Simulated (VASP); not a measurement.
# Si3H2C4 in VASP: relaxation of the atoms with PBEsol

Aim: the relaxation of the atoms of Si3H2C4 with PBEsol.

Program: VASP 6.6.1. These are calculated values, not measurements. Logs are shortened: lines on timing, memory, paths and dates and some standing lists are left out, and cuts for length are marked.

## Step 1: The cell of the first run

The cell holds a slab with vacuum, 18 atoms: a = 6.161 Å, b = 3.081 Å, c = 20.037 Å, α = 90.00°, β = 90.00°, γ = 90.00°.

## Step 2: Relaxation of the atoms, PBEsol

The input, INCAR:

```
ALGO     = Normal         # electronic algorithm
DIPOL    = 0.5 0.5 0.349
EDIFF    = 1E-7           # SCF threshold, eV
EDIFFG   = -0.03          # ionic threshold
ENCUT    = 520            # plane-wave cutoff, eV
GGA      = PS             # functional
IBRION   = 2              # ionic algorithm
IDIPOL   = 3            
ISIF     = 2              # what is computed and relaxed
ISMEAR   = 0              # smearing method
LASPH    = T              # aspherical terms in the spheres
LCHARG   = F              # write CHGCAR
LDIPOL   = T            
LREAL    = Auto         
LWAVE    = F              # write WAVECAR
NELM     = 80             # most SCF steps
NSW      = 50             # ionic steps
PREC     = Accurate       # precision mode
SIGMA    = 0.05           # smearing width, eV
```

The input, KPOINTS:

```
k-points
0
Gamma
  4 8 1
```

The input, POSCAR:

```
Si3H2C4
1.0
    6.1612406585      0.0000000000      0.0000000000
    0.0000000000      3.0806203293      0.0000000000
    0.0000000000      0.0000000000     20.0373883794
C Si H
8 6 4
Selective dynamics
Direct
    0.5000000000      0.5000000000      0.2321862369  F F F
    0.0000000000      0.5000000000      0.2321862369  F F F
    0.7500000000      0.0000000000      0.3408993827  F F F
    0.2500000000      0.0000000000      0.3408993827  F F F
   -0.0064194117      0.5000000000      0.4571993796  T T T
    0.5050476390      0.5000000000      0.4376242025  T T T
    0.3887884945      0.0000000000      0.5322227582  T T F
    0.6093589789      0.0000000000      0.5537325474  T T F
    0.2500000000      0.5000000000      0.2865428098  F F F
    0.7500000000      0.5000000000      0.2865428098  F F F
    0.5013687101      0.0000000000      0.3896340918  T T T
   -0.0035262474      0.0000000000      0.3980984486  T T T
    0.7182685621      0.5000000000      0.5058420464  T T T
    0.2705212996      0.5000000000      0.4979639440  T T T
    0.5000000000      0.2248963861      0.1983620084  F F F
    0.5000000000      0.7751036139      0.1983620084  F F F
    0.0000000000      0.7747262802      0.1982371399  F F F
    0.0000000000      0.2252737198      0.1982371399  F F F
```

Potentials or basis: VASP PAW PBE potentials, release 64 (C, Si, H).

The run is started by

```console
$ cat potpaw_PBE.64/C/POTCAR potpaw_PBE.64/Si/POTCAR potpaw_PBE.64/H/POTCAR > POTCAR
$ mpirun -np 1 vasp_std > vasp.out
```

OUTCAR:

```text
EDIFF = 1E-7
   EDIFFG = -0.03
   ENCUT = 520
   GGA = PS
   IBRION = 2
   ISIF = 2
   ISMEAR = 0
   LASPH = T
   LREAL = Auto
   NELM = 80
   NSW = 50
   PREC = Accurate

 ion  position               nearest neighbor table
   1  0.500  0.500  0.232-  15 1.09  16 1.09   9 1.89  10 1.89
   2  0.000  0.500  0.232-  17 1.09  18 1.09   9 1.89  10 1.89
   3  0.750  0.000  0.341-  11 1.82  10 1.89  10 1.89  12 1.90
   4  0.250  0.000  0.341-  11 1.83   9 1.89   9 1.89  12 1.94
   5  0.994  0.500  0.457-  14 1.89  12 1.94  12 1.94  13 1.96
   6  0.505  0.500  0.438-  11 1.82  11 1.82  14 1.88  13 1.90
   7  0.389  0.000  0.532-   8 1.43  14 1.84  14 1.84  13 2.60  13 2.60
   8  0.609  0.000  0.554-   7 1.43  13 1.93  13 1.93
   9  0.250  0.500  0.287-   1 1.89   2 1.89   4 1.89   4 1.89  11 3.01  11 3.01  10 3.08  10 3.08
                            12 3.13  12 3.13
  10  0.750  0.500  0.287-   1 1.89   2 1.89   3 1.89   3 1.89  11 3.00  11 3.00   9 3.08   9 3.08
                            12 3.11  12 3.11
  11  0.501  0.000  0.390-   6 1.82   6 1.82   3 1.82   4 1.83  10 3.00  10 3.00   9 3.01   9 3.01
                            14 3.02  14 3.02  12 3.06  13 3.10  13 3.10  12 3.12
  12  0.996  0.000  0.398-   3 1.90   4 1.94   5 1.94   5 1.94  14 3.04  14 3.04  11 3.06  10 3.11
                            10 3.11  11 3.12   9 3.13   9 3.13
  13  0.718  0.500  0.506-   6 1.90   8 1.93   8 1.93   5 1.96   7 2.60   7 2.60  14 2.76  11 3.10
                            11 3.10
  14  0.271  0.500  0.498-   7 1.84   7 1.84   6 1.88   5 1.89  13 2.76  11 3.02  11 3.02  12 3.04
                            12 3.04
  15  0.500  0.225  0.198-   1 1.09
  16  0.500  0.775  0.198-   1 1.09
  17  0.000  0.775  0.198-   2 1.09
  18  0.000  0.225  0.198-   2 1.09

  LATTYP: Found a simple orthorhombic cell.
 ALAT       =     3.0806203293
 B/A-ratio  =     2.0000000000
 C/A-ratio  =     6.5043355680

  Lattice vectors:

 A1 = (   0.0000000000,  -3.0806203293,   0.0000000000)
 A2 = (   6.1612406585,   0.0000000000,   0.0000000000)
 A3 = (   0.0000000000,   0.0000000000,  20.0373883794)

Analysis of symmetry for initial positions (statically):
=====================================================================
 Subroutine PRICEL returns:
 Original cell was already a primitive cell.

 Routine SETGRP: Setting up the symmetry group for a
 simple orthorhombic supercell.

 Subroutine GETGRP returns: Found  2 space group operations
 (whereof  2 operations were pure point group operations)
 out of a pool of  8 trial point group operations.

The static configuration has the point symmetry C_1h.

Analysis of symmetry for dynamics (positions and initial velocities):
=====================================================================
 Subroutine PRICEL returns:
 Original cell was already a primitive cell.
[... 179 lines left out ...]
  volume of cell :      380.32
 maximum number of plane-waves:     10275
 NGX is ok and might be reduce to    48
   NGX = 23   NGY = 11   NGZ = 75

 dipolmoment           0.000000      0.000000     -0.000121 electrons x Angstroem

--------------------------------------- Ionic step        1  -------------------------------------------

 number of electron      59.9999999 magnetization

 Free energy of the ion-electron system (eV)
  ---------------------------------------------------
  ext. energy  EPLUGINS =         0.00000000
  ---------------------------------------------------
  free energy    TOTEN  =      -123.21144461 eV

  energy without entropy =     -123.20901997  energy(sigma->0) =     -123.21023229

------------------------ aborting loop because EDIFF is reached ----------------------------------------

  FORCE on cell =-STRESS in cart. coord.  units (eV):
  Direction    XX          YY          ZZ          XY          YZ          ZX
  --------------------------------------------------------------------------------------
  -------------------------------------------------------------------------------------
  Total       -2.7203678     15.3365306      1.4998182      0.0000000      0.0000000     -0.2162135
  in kB      -11.4601616     64.6085870      6.3183219      0.0000000      0.0000000     -0.9108479
  external PRESSURE =      19.8222491 kB  Pullay stress =       0.0000000 kB
[... 137 lines left out ...]
  FREE ENERGIE OF THE ION-ELECTRON SYSTEM (eV)
  ---------------------------------------------------
  free  energy   TOTEN  =      -123.2410906859 eV

  energy  without entropy=     -123.2392263411  energy(sigma->0) =     -123.24015851

[... ionic steps 4 to 9 ...]

--------------------------------------- Ionic step       10  -------------------------------------------

 number of electron      59.9999999 magnetization

------------------------ aborting loop because EDIFF is reached ----------------------------------------
[... 99 lines left out ...]
--------------------------------------- Ionic step       12  -------------------------------------------

 number of electron      59.9999999 magnetization

 dipolmoment           0.000000      0.000000      0.162290 electrons x Angstroem

 Free energy of the ion-electron system (eV)
  ---------------------------------------------------
  ext. energy  EPLUGINS =         0.00000000
  ---------------------------------------------------
  free energy    TOTEN  =      -123.26735429 eV

  energy without entropy =     -123.26617273  energy(sigma->0) =     -123.26676351

 E-fermi :   0.8643     XC(G=0):  -5.2442

 val. band max:        0.8167544720   @ k =   0.0000   0.5000   0.0000
 cond. band min:       0.9008414641   @ k =   0.5000   0.0000   0.0000
 fundamental gap:      0.0840869921
 Fermi energy:         0.8643356128

 k-point     1 :       0.0000    0.0000    0.0000
  band No.  band energies     occupation
      1     -15.9353      2.00000
      2     -14.8691      2.00000
      3     -13.4942      2.00000
      4     -12.5983      2.00000
      5     -12.3781      2.00000
      6     -12.3253      2.00000
[... 634 lines left out ...]
     39       5.4847      0.00000
     40       5.7926      0.00000

------------------------ aborting loop because EDIFF is reached ----------------------------------------

 vacuum level on the upper side and lower side of the slab       (xc-potential included)         0.698        -0.791

  FORCE on cell =-STRESS in cart. coord.  units (eV):
  Direction    XX          YY          ZZ          XY          YZ          ZX
  --------------------------------------------------------------------------------------
  -------------------------------------------------------------------------------------
  Total       -2.1532220     15.7384841      0.6102494      0.0000000      0.0000000     -0.1967003
  in kB       -9.0709322     66.3019065      2.5708128      0.0000000      0.0000000     -0.8286442
  external PRESSURE =      19.9339290 kB  Pullay stress =       0.0000000 kB
[... 33 lines left out ...]
  FREE ENERGIE OF THE ION-ELECTRON SYSTEM (eV)
  ---------------------------------------------------
  free  energy   TOTEN  =      -123.2673542926 eV

  energy  without entropy=     -123.2661727315  energy(sigma->0) =     -123.26676351

 reached required accuracy - stopping structural energy minimisation

 vacuum level on the upper side and lower side of the slab         5.678         4.152
```

It took 25 min on 1 thread of Intel Xeon 6975P-C (Granite Rapids), shared host; peak memory 0.53 GiB.

Results:

* Free energy: -123.2674 eV
* Energy gained by relaxing: 3.1 meV/atom
* Ionic steps: 12
* Band gap on the k mesh: zero (bands 30 and 31 overlap by 0.08 eV)

Step by step:
```
step  energy change (eV)  largest force on free atoms (eV/Å)  pressure (GPa)
   1              0.0000                              1.0501            1.98
   2             -0.0021                              1.9008            2.33
   3             -0.0296                              0.5968            2.15
   4             -0.0488                              0.2390            2.06
   5             -0.0489                              0.2367            2.06
   6             -0.0542                              0.1097            2.01
   7             -0.0550                              0.0958            1.98
   8             -0.0557                              0.0830            2.00
   9             -0.0557                              0.0821            2.00
  10             -0.0557                              0.0974            1.98
  11             -0.0558                              0.0322            1.99
  12             -0.0559                              0.0219            1.99
```

Final structure:
```
C Si H
1.0
     6.16124    0.00000    0.00000
     0.00000    3.08062    0.00000
     0.00000    0.00000   20.03739
C Si H
8 6 4
Direct
  0.50000 0.50000 0.23219
  0.00000 0.50000 0.23219
  0.75000 0.00000 0.34090
  0.25000 0.00000 0.34090
  0.99179 0.50000 0.45860
  0.50786 0.50000 0.43916
  0.39086 0.00000 0.53222
  0.60756 0.00000 0.55373
  0.25000 0.50000 0.28654
  0.75000 0.50000 0.28654
  0.50221 0.00000 0.39044
  0.99529 0.00000 0.39894
  0.71592 0.50000 0.50964
  0.26946 0.50000 0.49826
  0.50000 0.22490 0.19836
  0.50000 0.77510 0.19836
  0.00000 0.77473 0.19824
  0.00000 0.22527 0.19824
```

Caveat: the PAW data sets were made with another functional, which shifts forces and pressure a little.

The gap in the log of VASP goes by the Fermi energy; the results here count the filled bands.